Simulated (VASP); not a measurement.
A run of VASP 6.6.1:

INCAR

```
SYSTEM = Li16Cu
  ALGO = Normal
  EDIFF = 1E-7
  ENCUT = 520
  GGA = PE
  ISIF = 2
  ISMEAR = 0
  IVDW = 12
  LASPH = .TRUE.
  LCHARG = .FALSE.
  LREAL = Auto
  LWAVE = .FALSE.
  NBANDS = 44
  NELM = 60
  PREC = Accurate
  SIGMA = 0.1
```

File KPOINTS:

```
k-points
0
G
  3 3 3
  0 0 0
```

The input POSCAR:

```
Li16Cu
1.0
    6.9800000000      0.0000000000      0.0000000000
    0.0000000000      6.9800000000      0.0000000000
    0.0000000000      0.0000000000      6.9800000000
Li Cu
16 1
Direct
    0.0256484241      0.0230514327     -0.0044138968
    0.4669560172     -0.0113746418     -0.0079707736
    0.0301386819      0.4520008596     -0.0345587393
    0.0137468481      0.0186511461      0.4734116046
    0.2795865330      0.2618766476      0.2590971347
    0.4670706304      0.5458030086     -0.0056310888
    0.6078104585      0.0116260745      0.5689171920
    0.7178601719      0.2508005731      0.2307714900
   -0.0395232092      0.4699502865      0.5047888252
    0.1512266476      0.6914647564      0.2285712034
    0.2838813754      0.2491608883      0.6985136103
    0.5096233524      0.5565295129      0.4893138968
    0.7355926934      0.7737234957      0.2305502865
    0.7209452722      0.2865077364      0.7947395415
    0.2368683381      0.7612881089      0.6971604585
    0.7928724928      0.7390780802      0.7857392550
    0.3754826648     -0.0837065903      0.3449286533
```

Potentials or basis: VASP PAW PBE potentials, release 64 (Li_sv, Cu).

Run with:

```console
$ cat potpaw_PBE.64/Li_sv/POTCAR potpaw_PBE.64/Cu/POTCAR > POTCAR
$ mpirun -np 1 vasp_std > vasp.out
```

Hardware: 1 thread of Oxide Virtual Turin-like Processor (shared host).

How long does it take, and how much memory?

Run time: 13 min on 1 thread of Oxide Virtual Turin-like Processor (shared host), peak memory 0.4 GiB. Counts: scf iterations 16, k points 14.
